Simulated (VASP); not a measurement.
Set up this calculation in VASP 6.6.1, as the native input.

- Task: single point
- Functional: PBE
- Potentials or basis: VASP PAW PBE potentials, release 64 (Si, Ru_pv)
- Cutoff: 520 eV
- k mesh: 14 × 14 × 14
- Occupations: gaussian, width 0.1 eV
- Spin: no spin polarisation
- Dipole correction: no
- Further INCAR settings: ALGO = Normal; EDIFF = 1e-06; NBANDS = 21

The structure of Si3Ru lies in POSCAR:

```
Si3Ru
1.0
    0.0000000000      3.0101336546      3.0101336546
    3.0101336546      0.0000000000      3.0101336546
    3.0101336546      3.0101336546      0.0000000000
Si Ru
3 1
Direct
    0.2500000000      0.2500000000      0.2500000000
    0.7500000000      0.7500000000      0.7500000000
    0.5000000000      0.5000000000      0.5000000000
    0.0000000000      0.0000000000      0.0000000000
```

The cell was built from a structure type or drawn by symmetry, and may not be a known phase.

The input as run:

INCAR

```
PREC = Accurate
ENCUT = 520
EDIFF = 1E-6
ISMEAR = 0
SIGMA = 0.1
LREAL = False
LASPH = True
NELM = 100
ALGO = Normal
ISIF = 2
LWAVE = False
LCHARG = False
GGA = PE
NBANDS = 21
```

KPOINTS

```
Automatic mesh
0
Gamma
  14 14 14
```

Potentials or basis: VASP PAW PBE potentials, release 64 (Si, Ru_pv).

The run is started by

```console
$ cat potpaw_PBE.64/Si/POTCAR potpaw_PBE.64/Ru_pv/POTCAR > POTCAR
$ mpirun -np 1 vasp_std > vasp.out
```

Results of the run:

The pressure is -0.1 GPa. The band gap on the k mesh is zero (bands 13 and 14 overlap by 1.17 eV).

Wall time 41 s on 1 thread of Intel(R) Xeon(R) 6975P-C (Granite Rapids), on a shared host, peak memory 0.25 GiB.
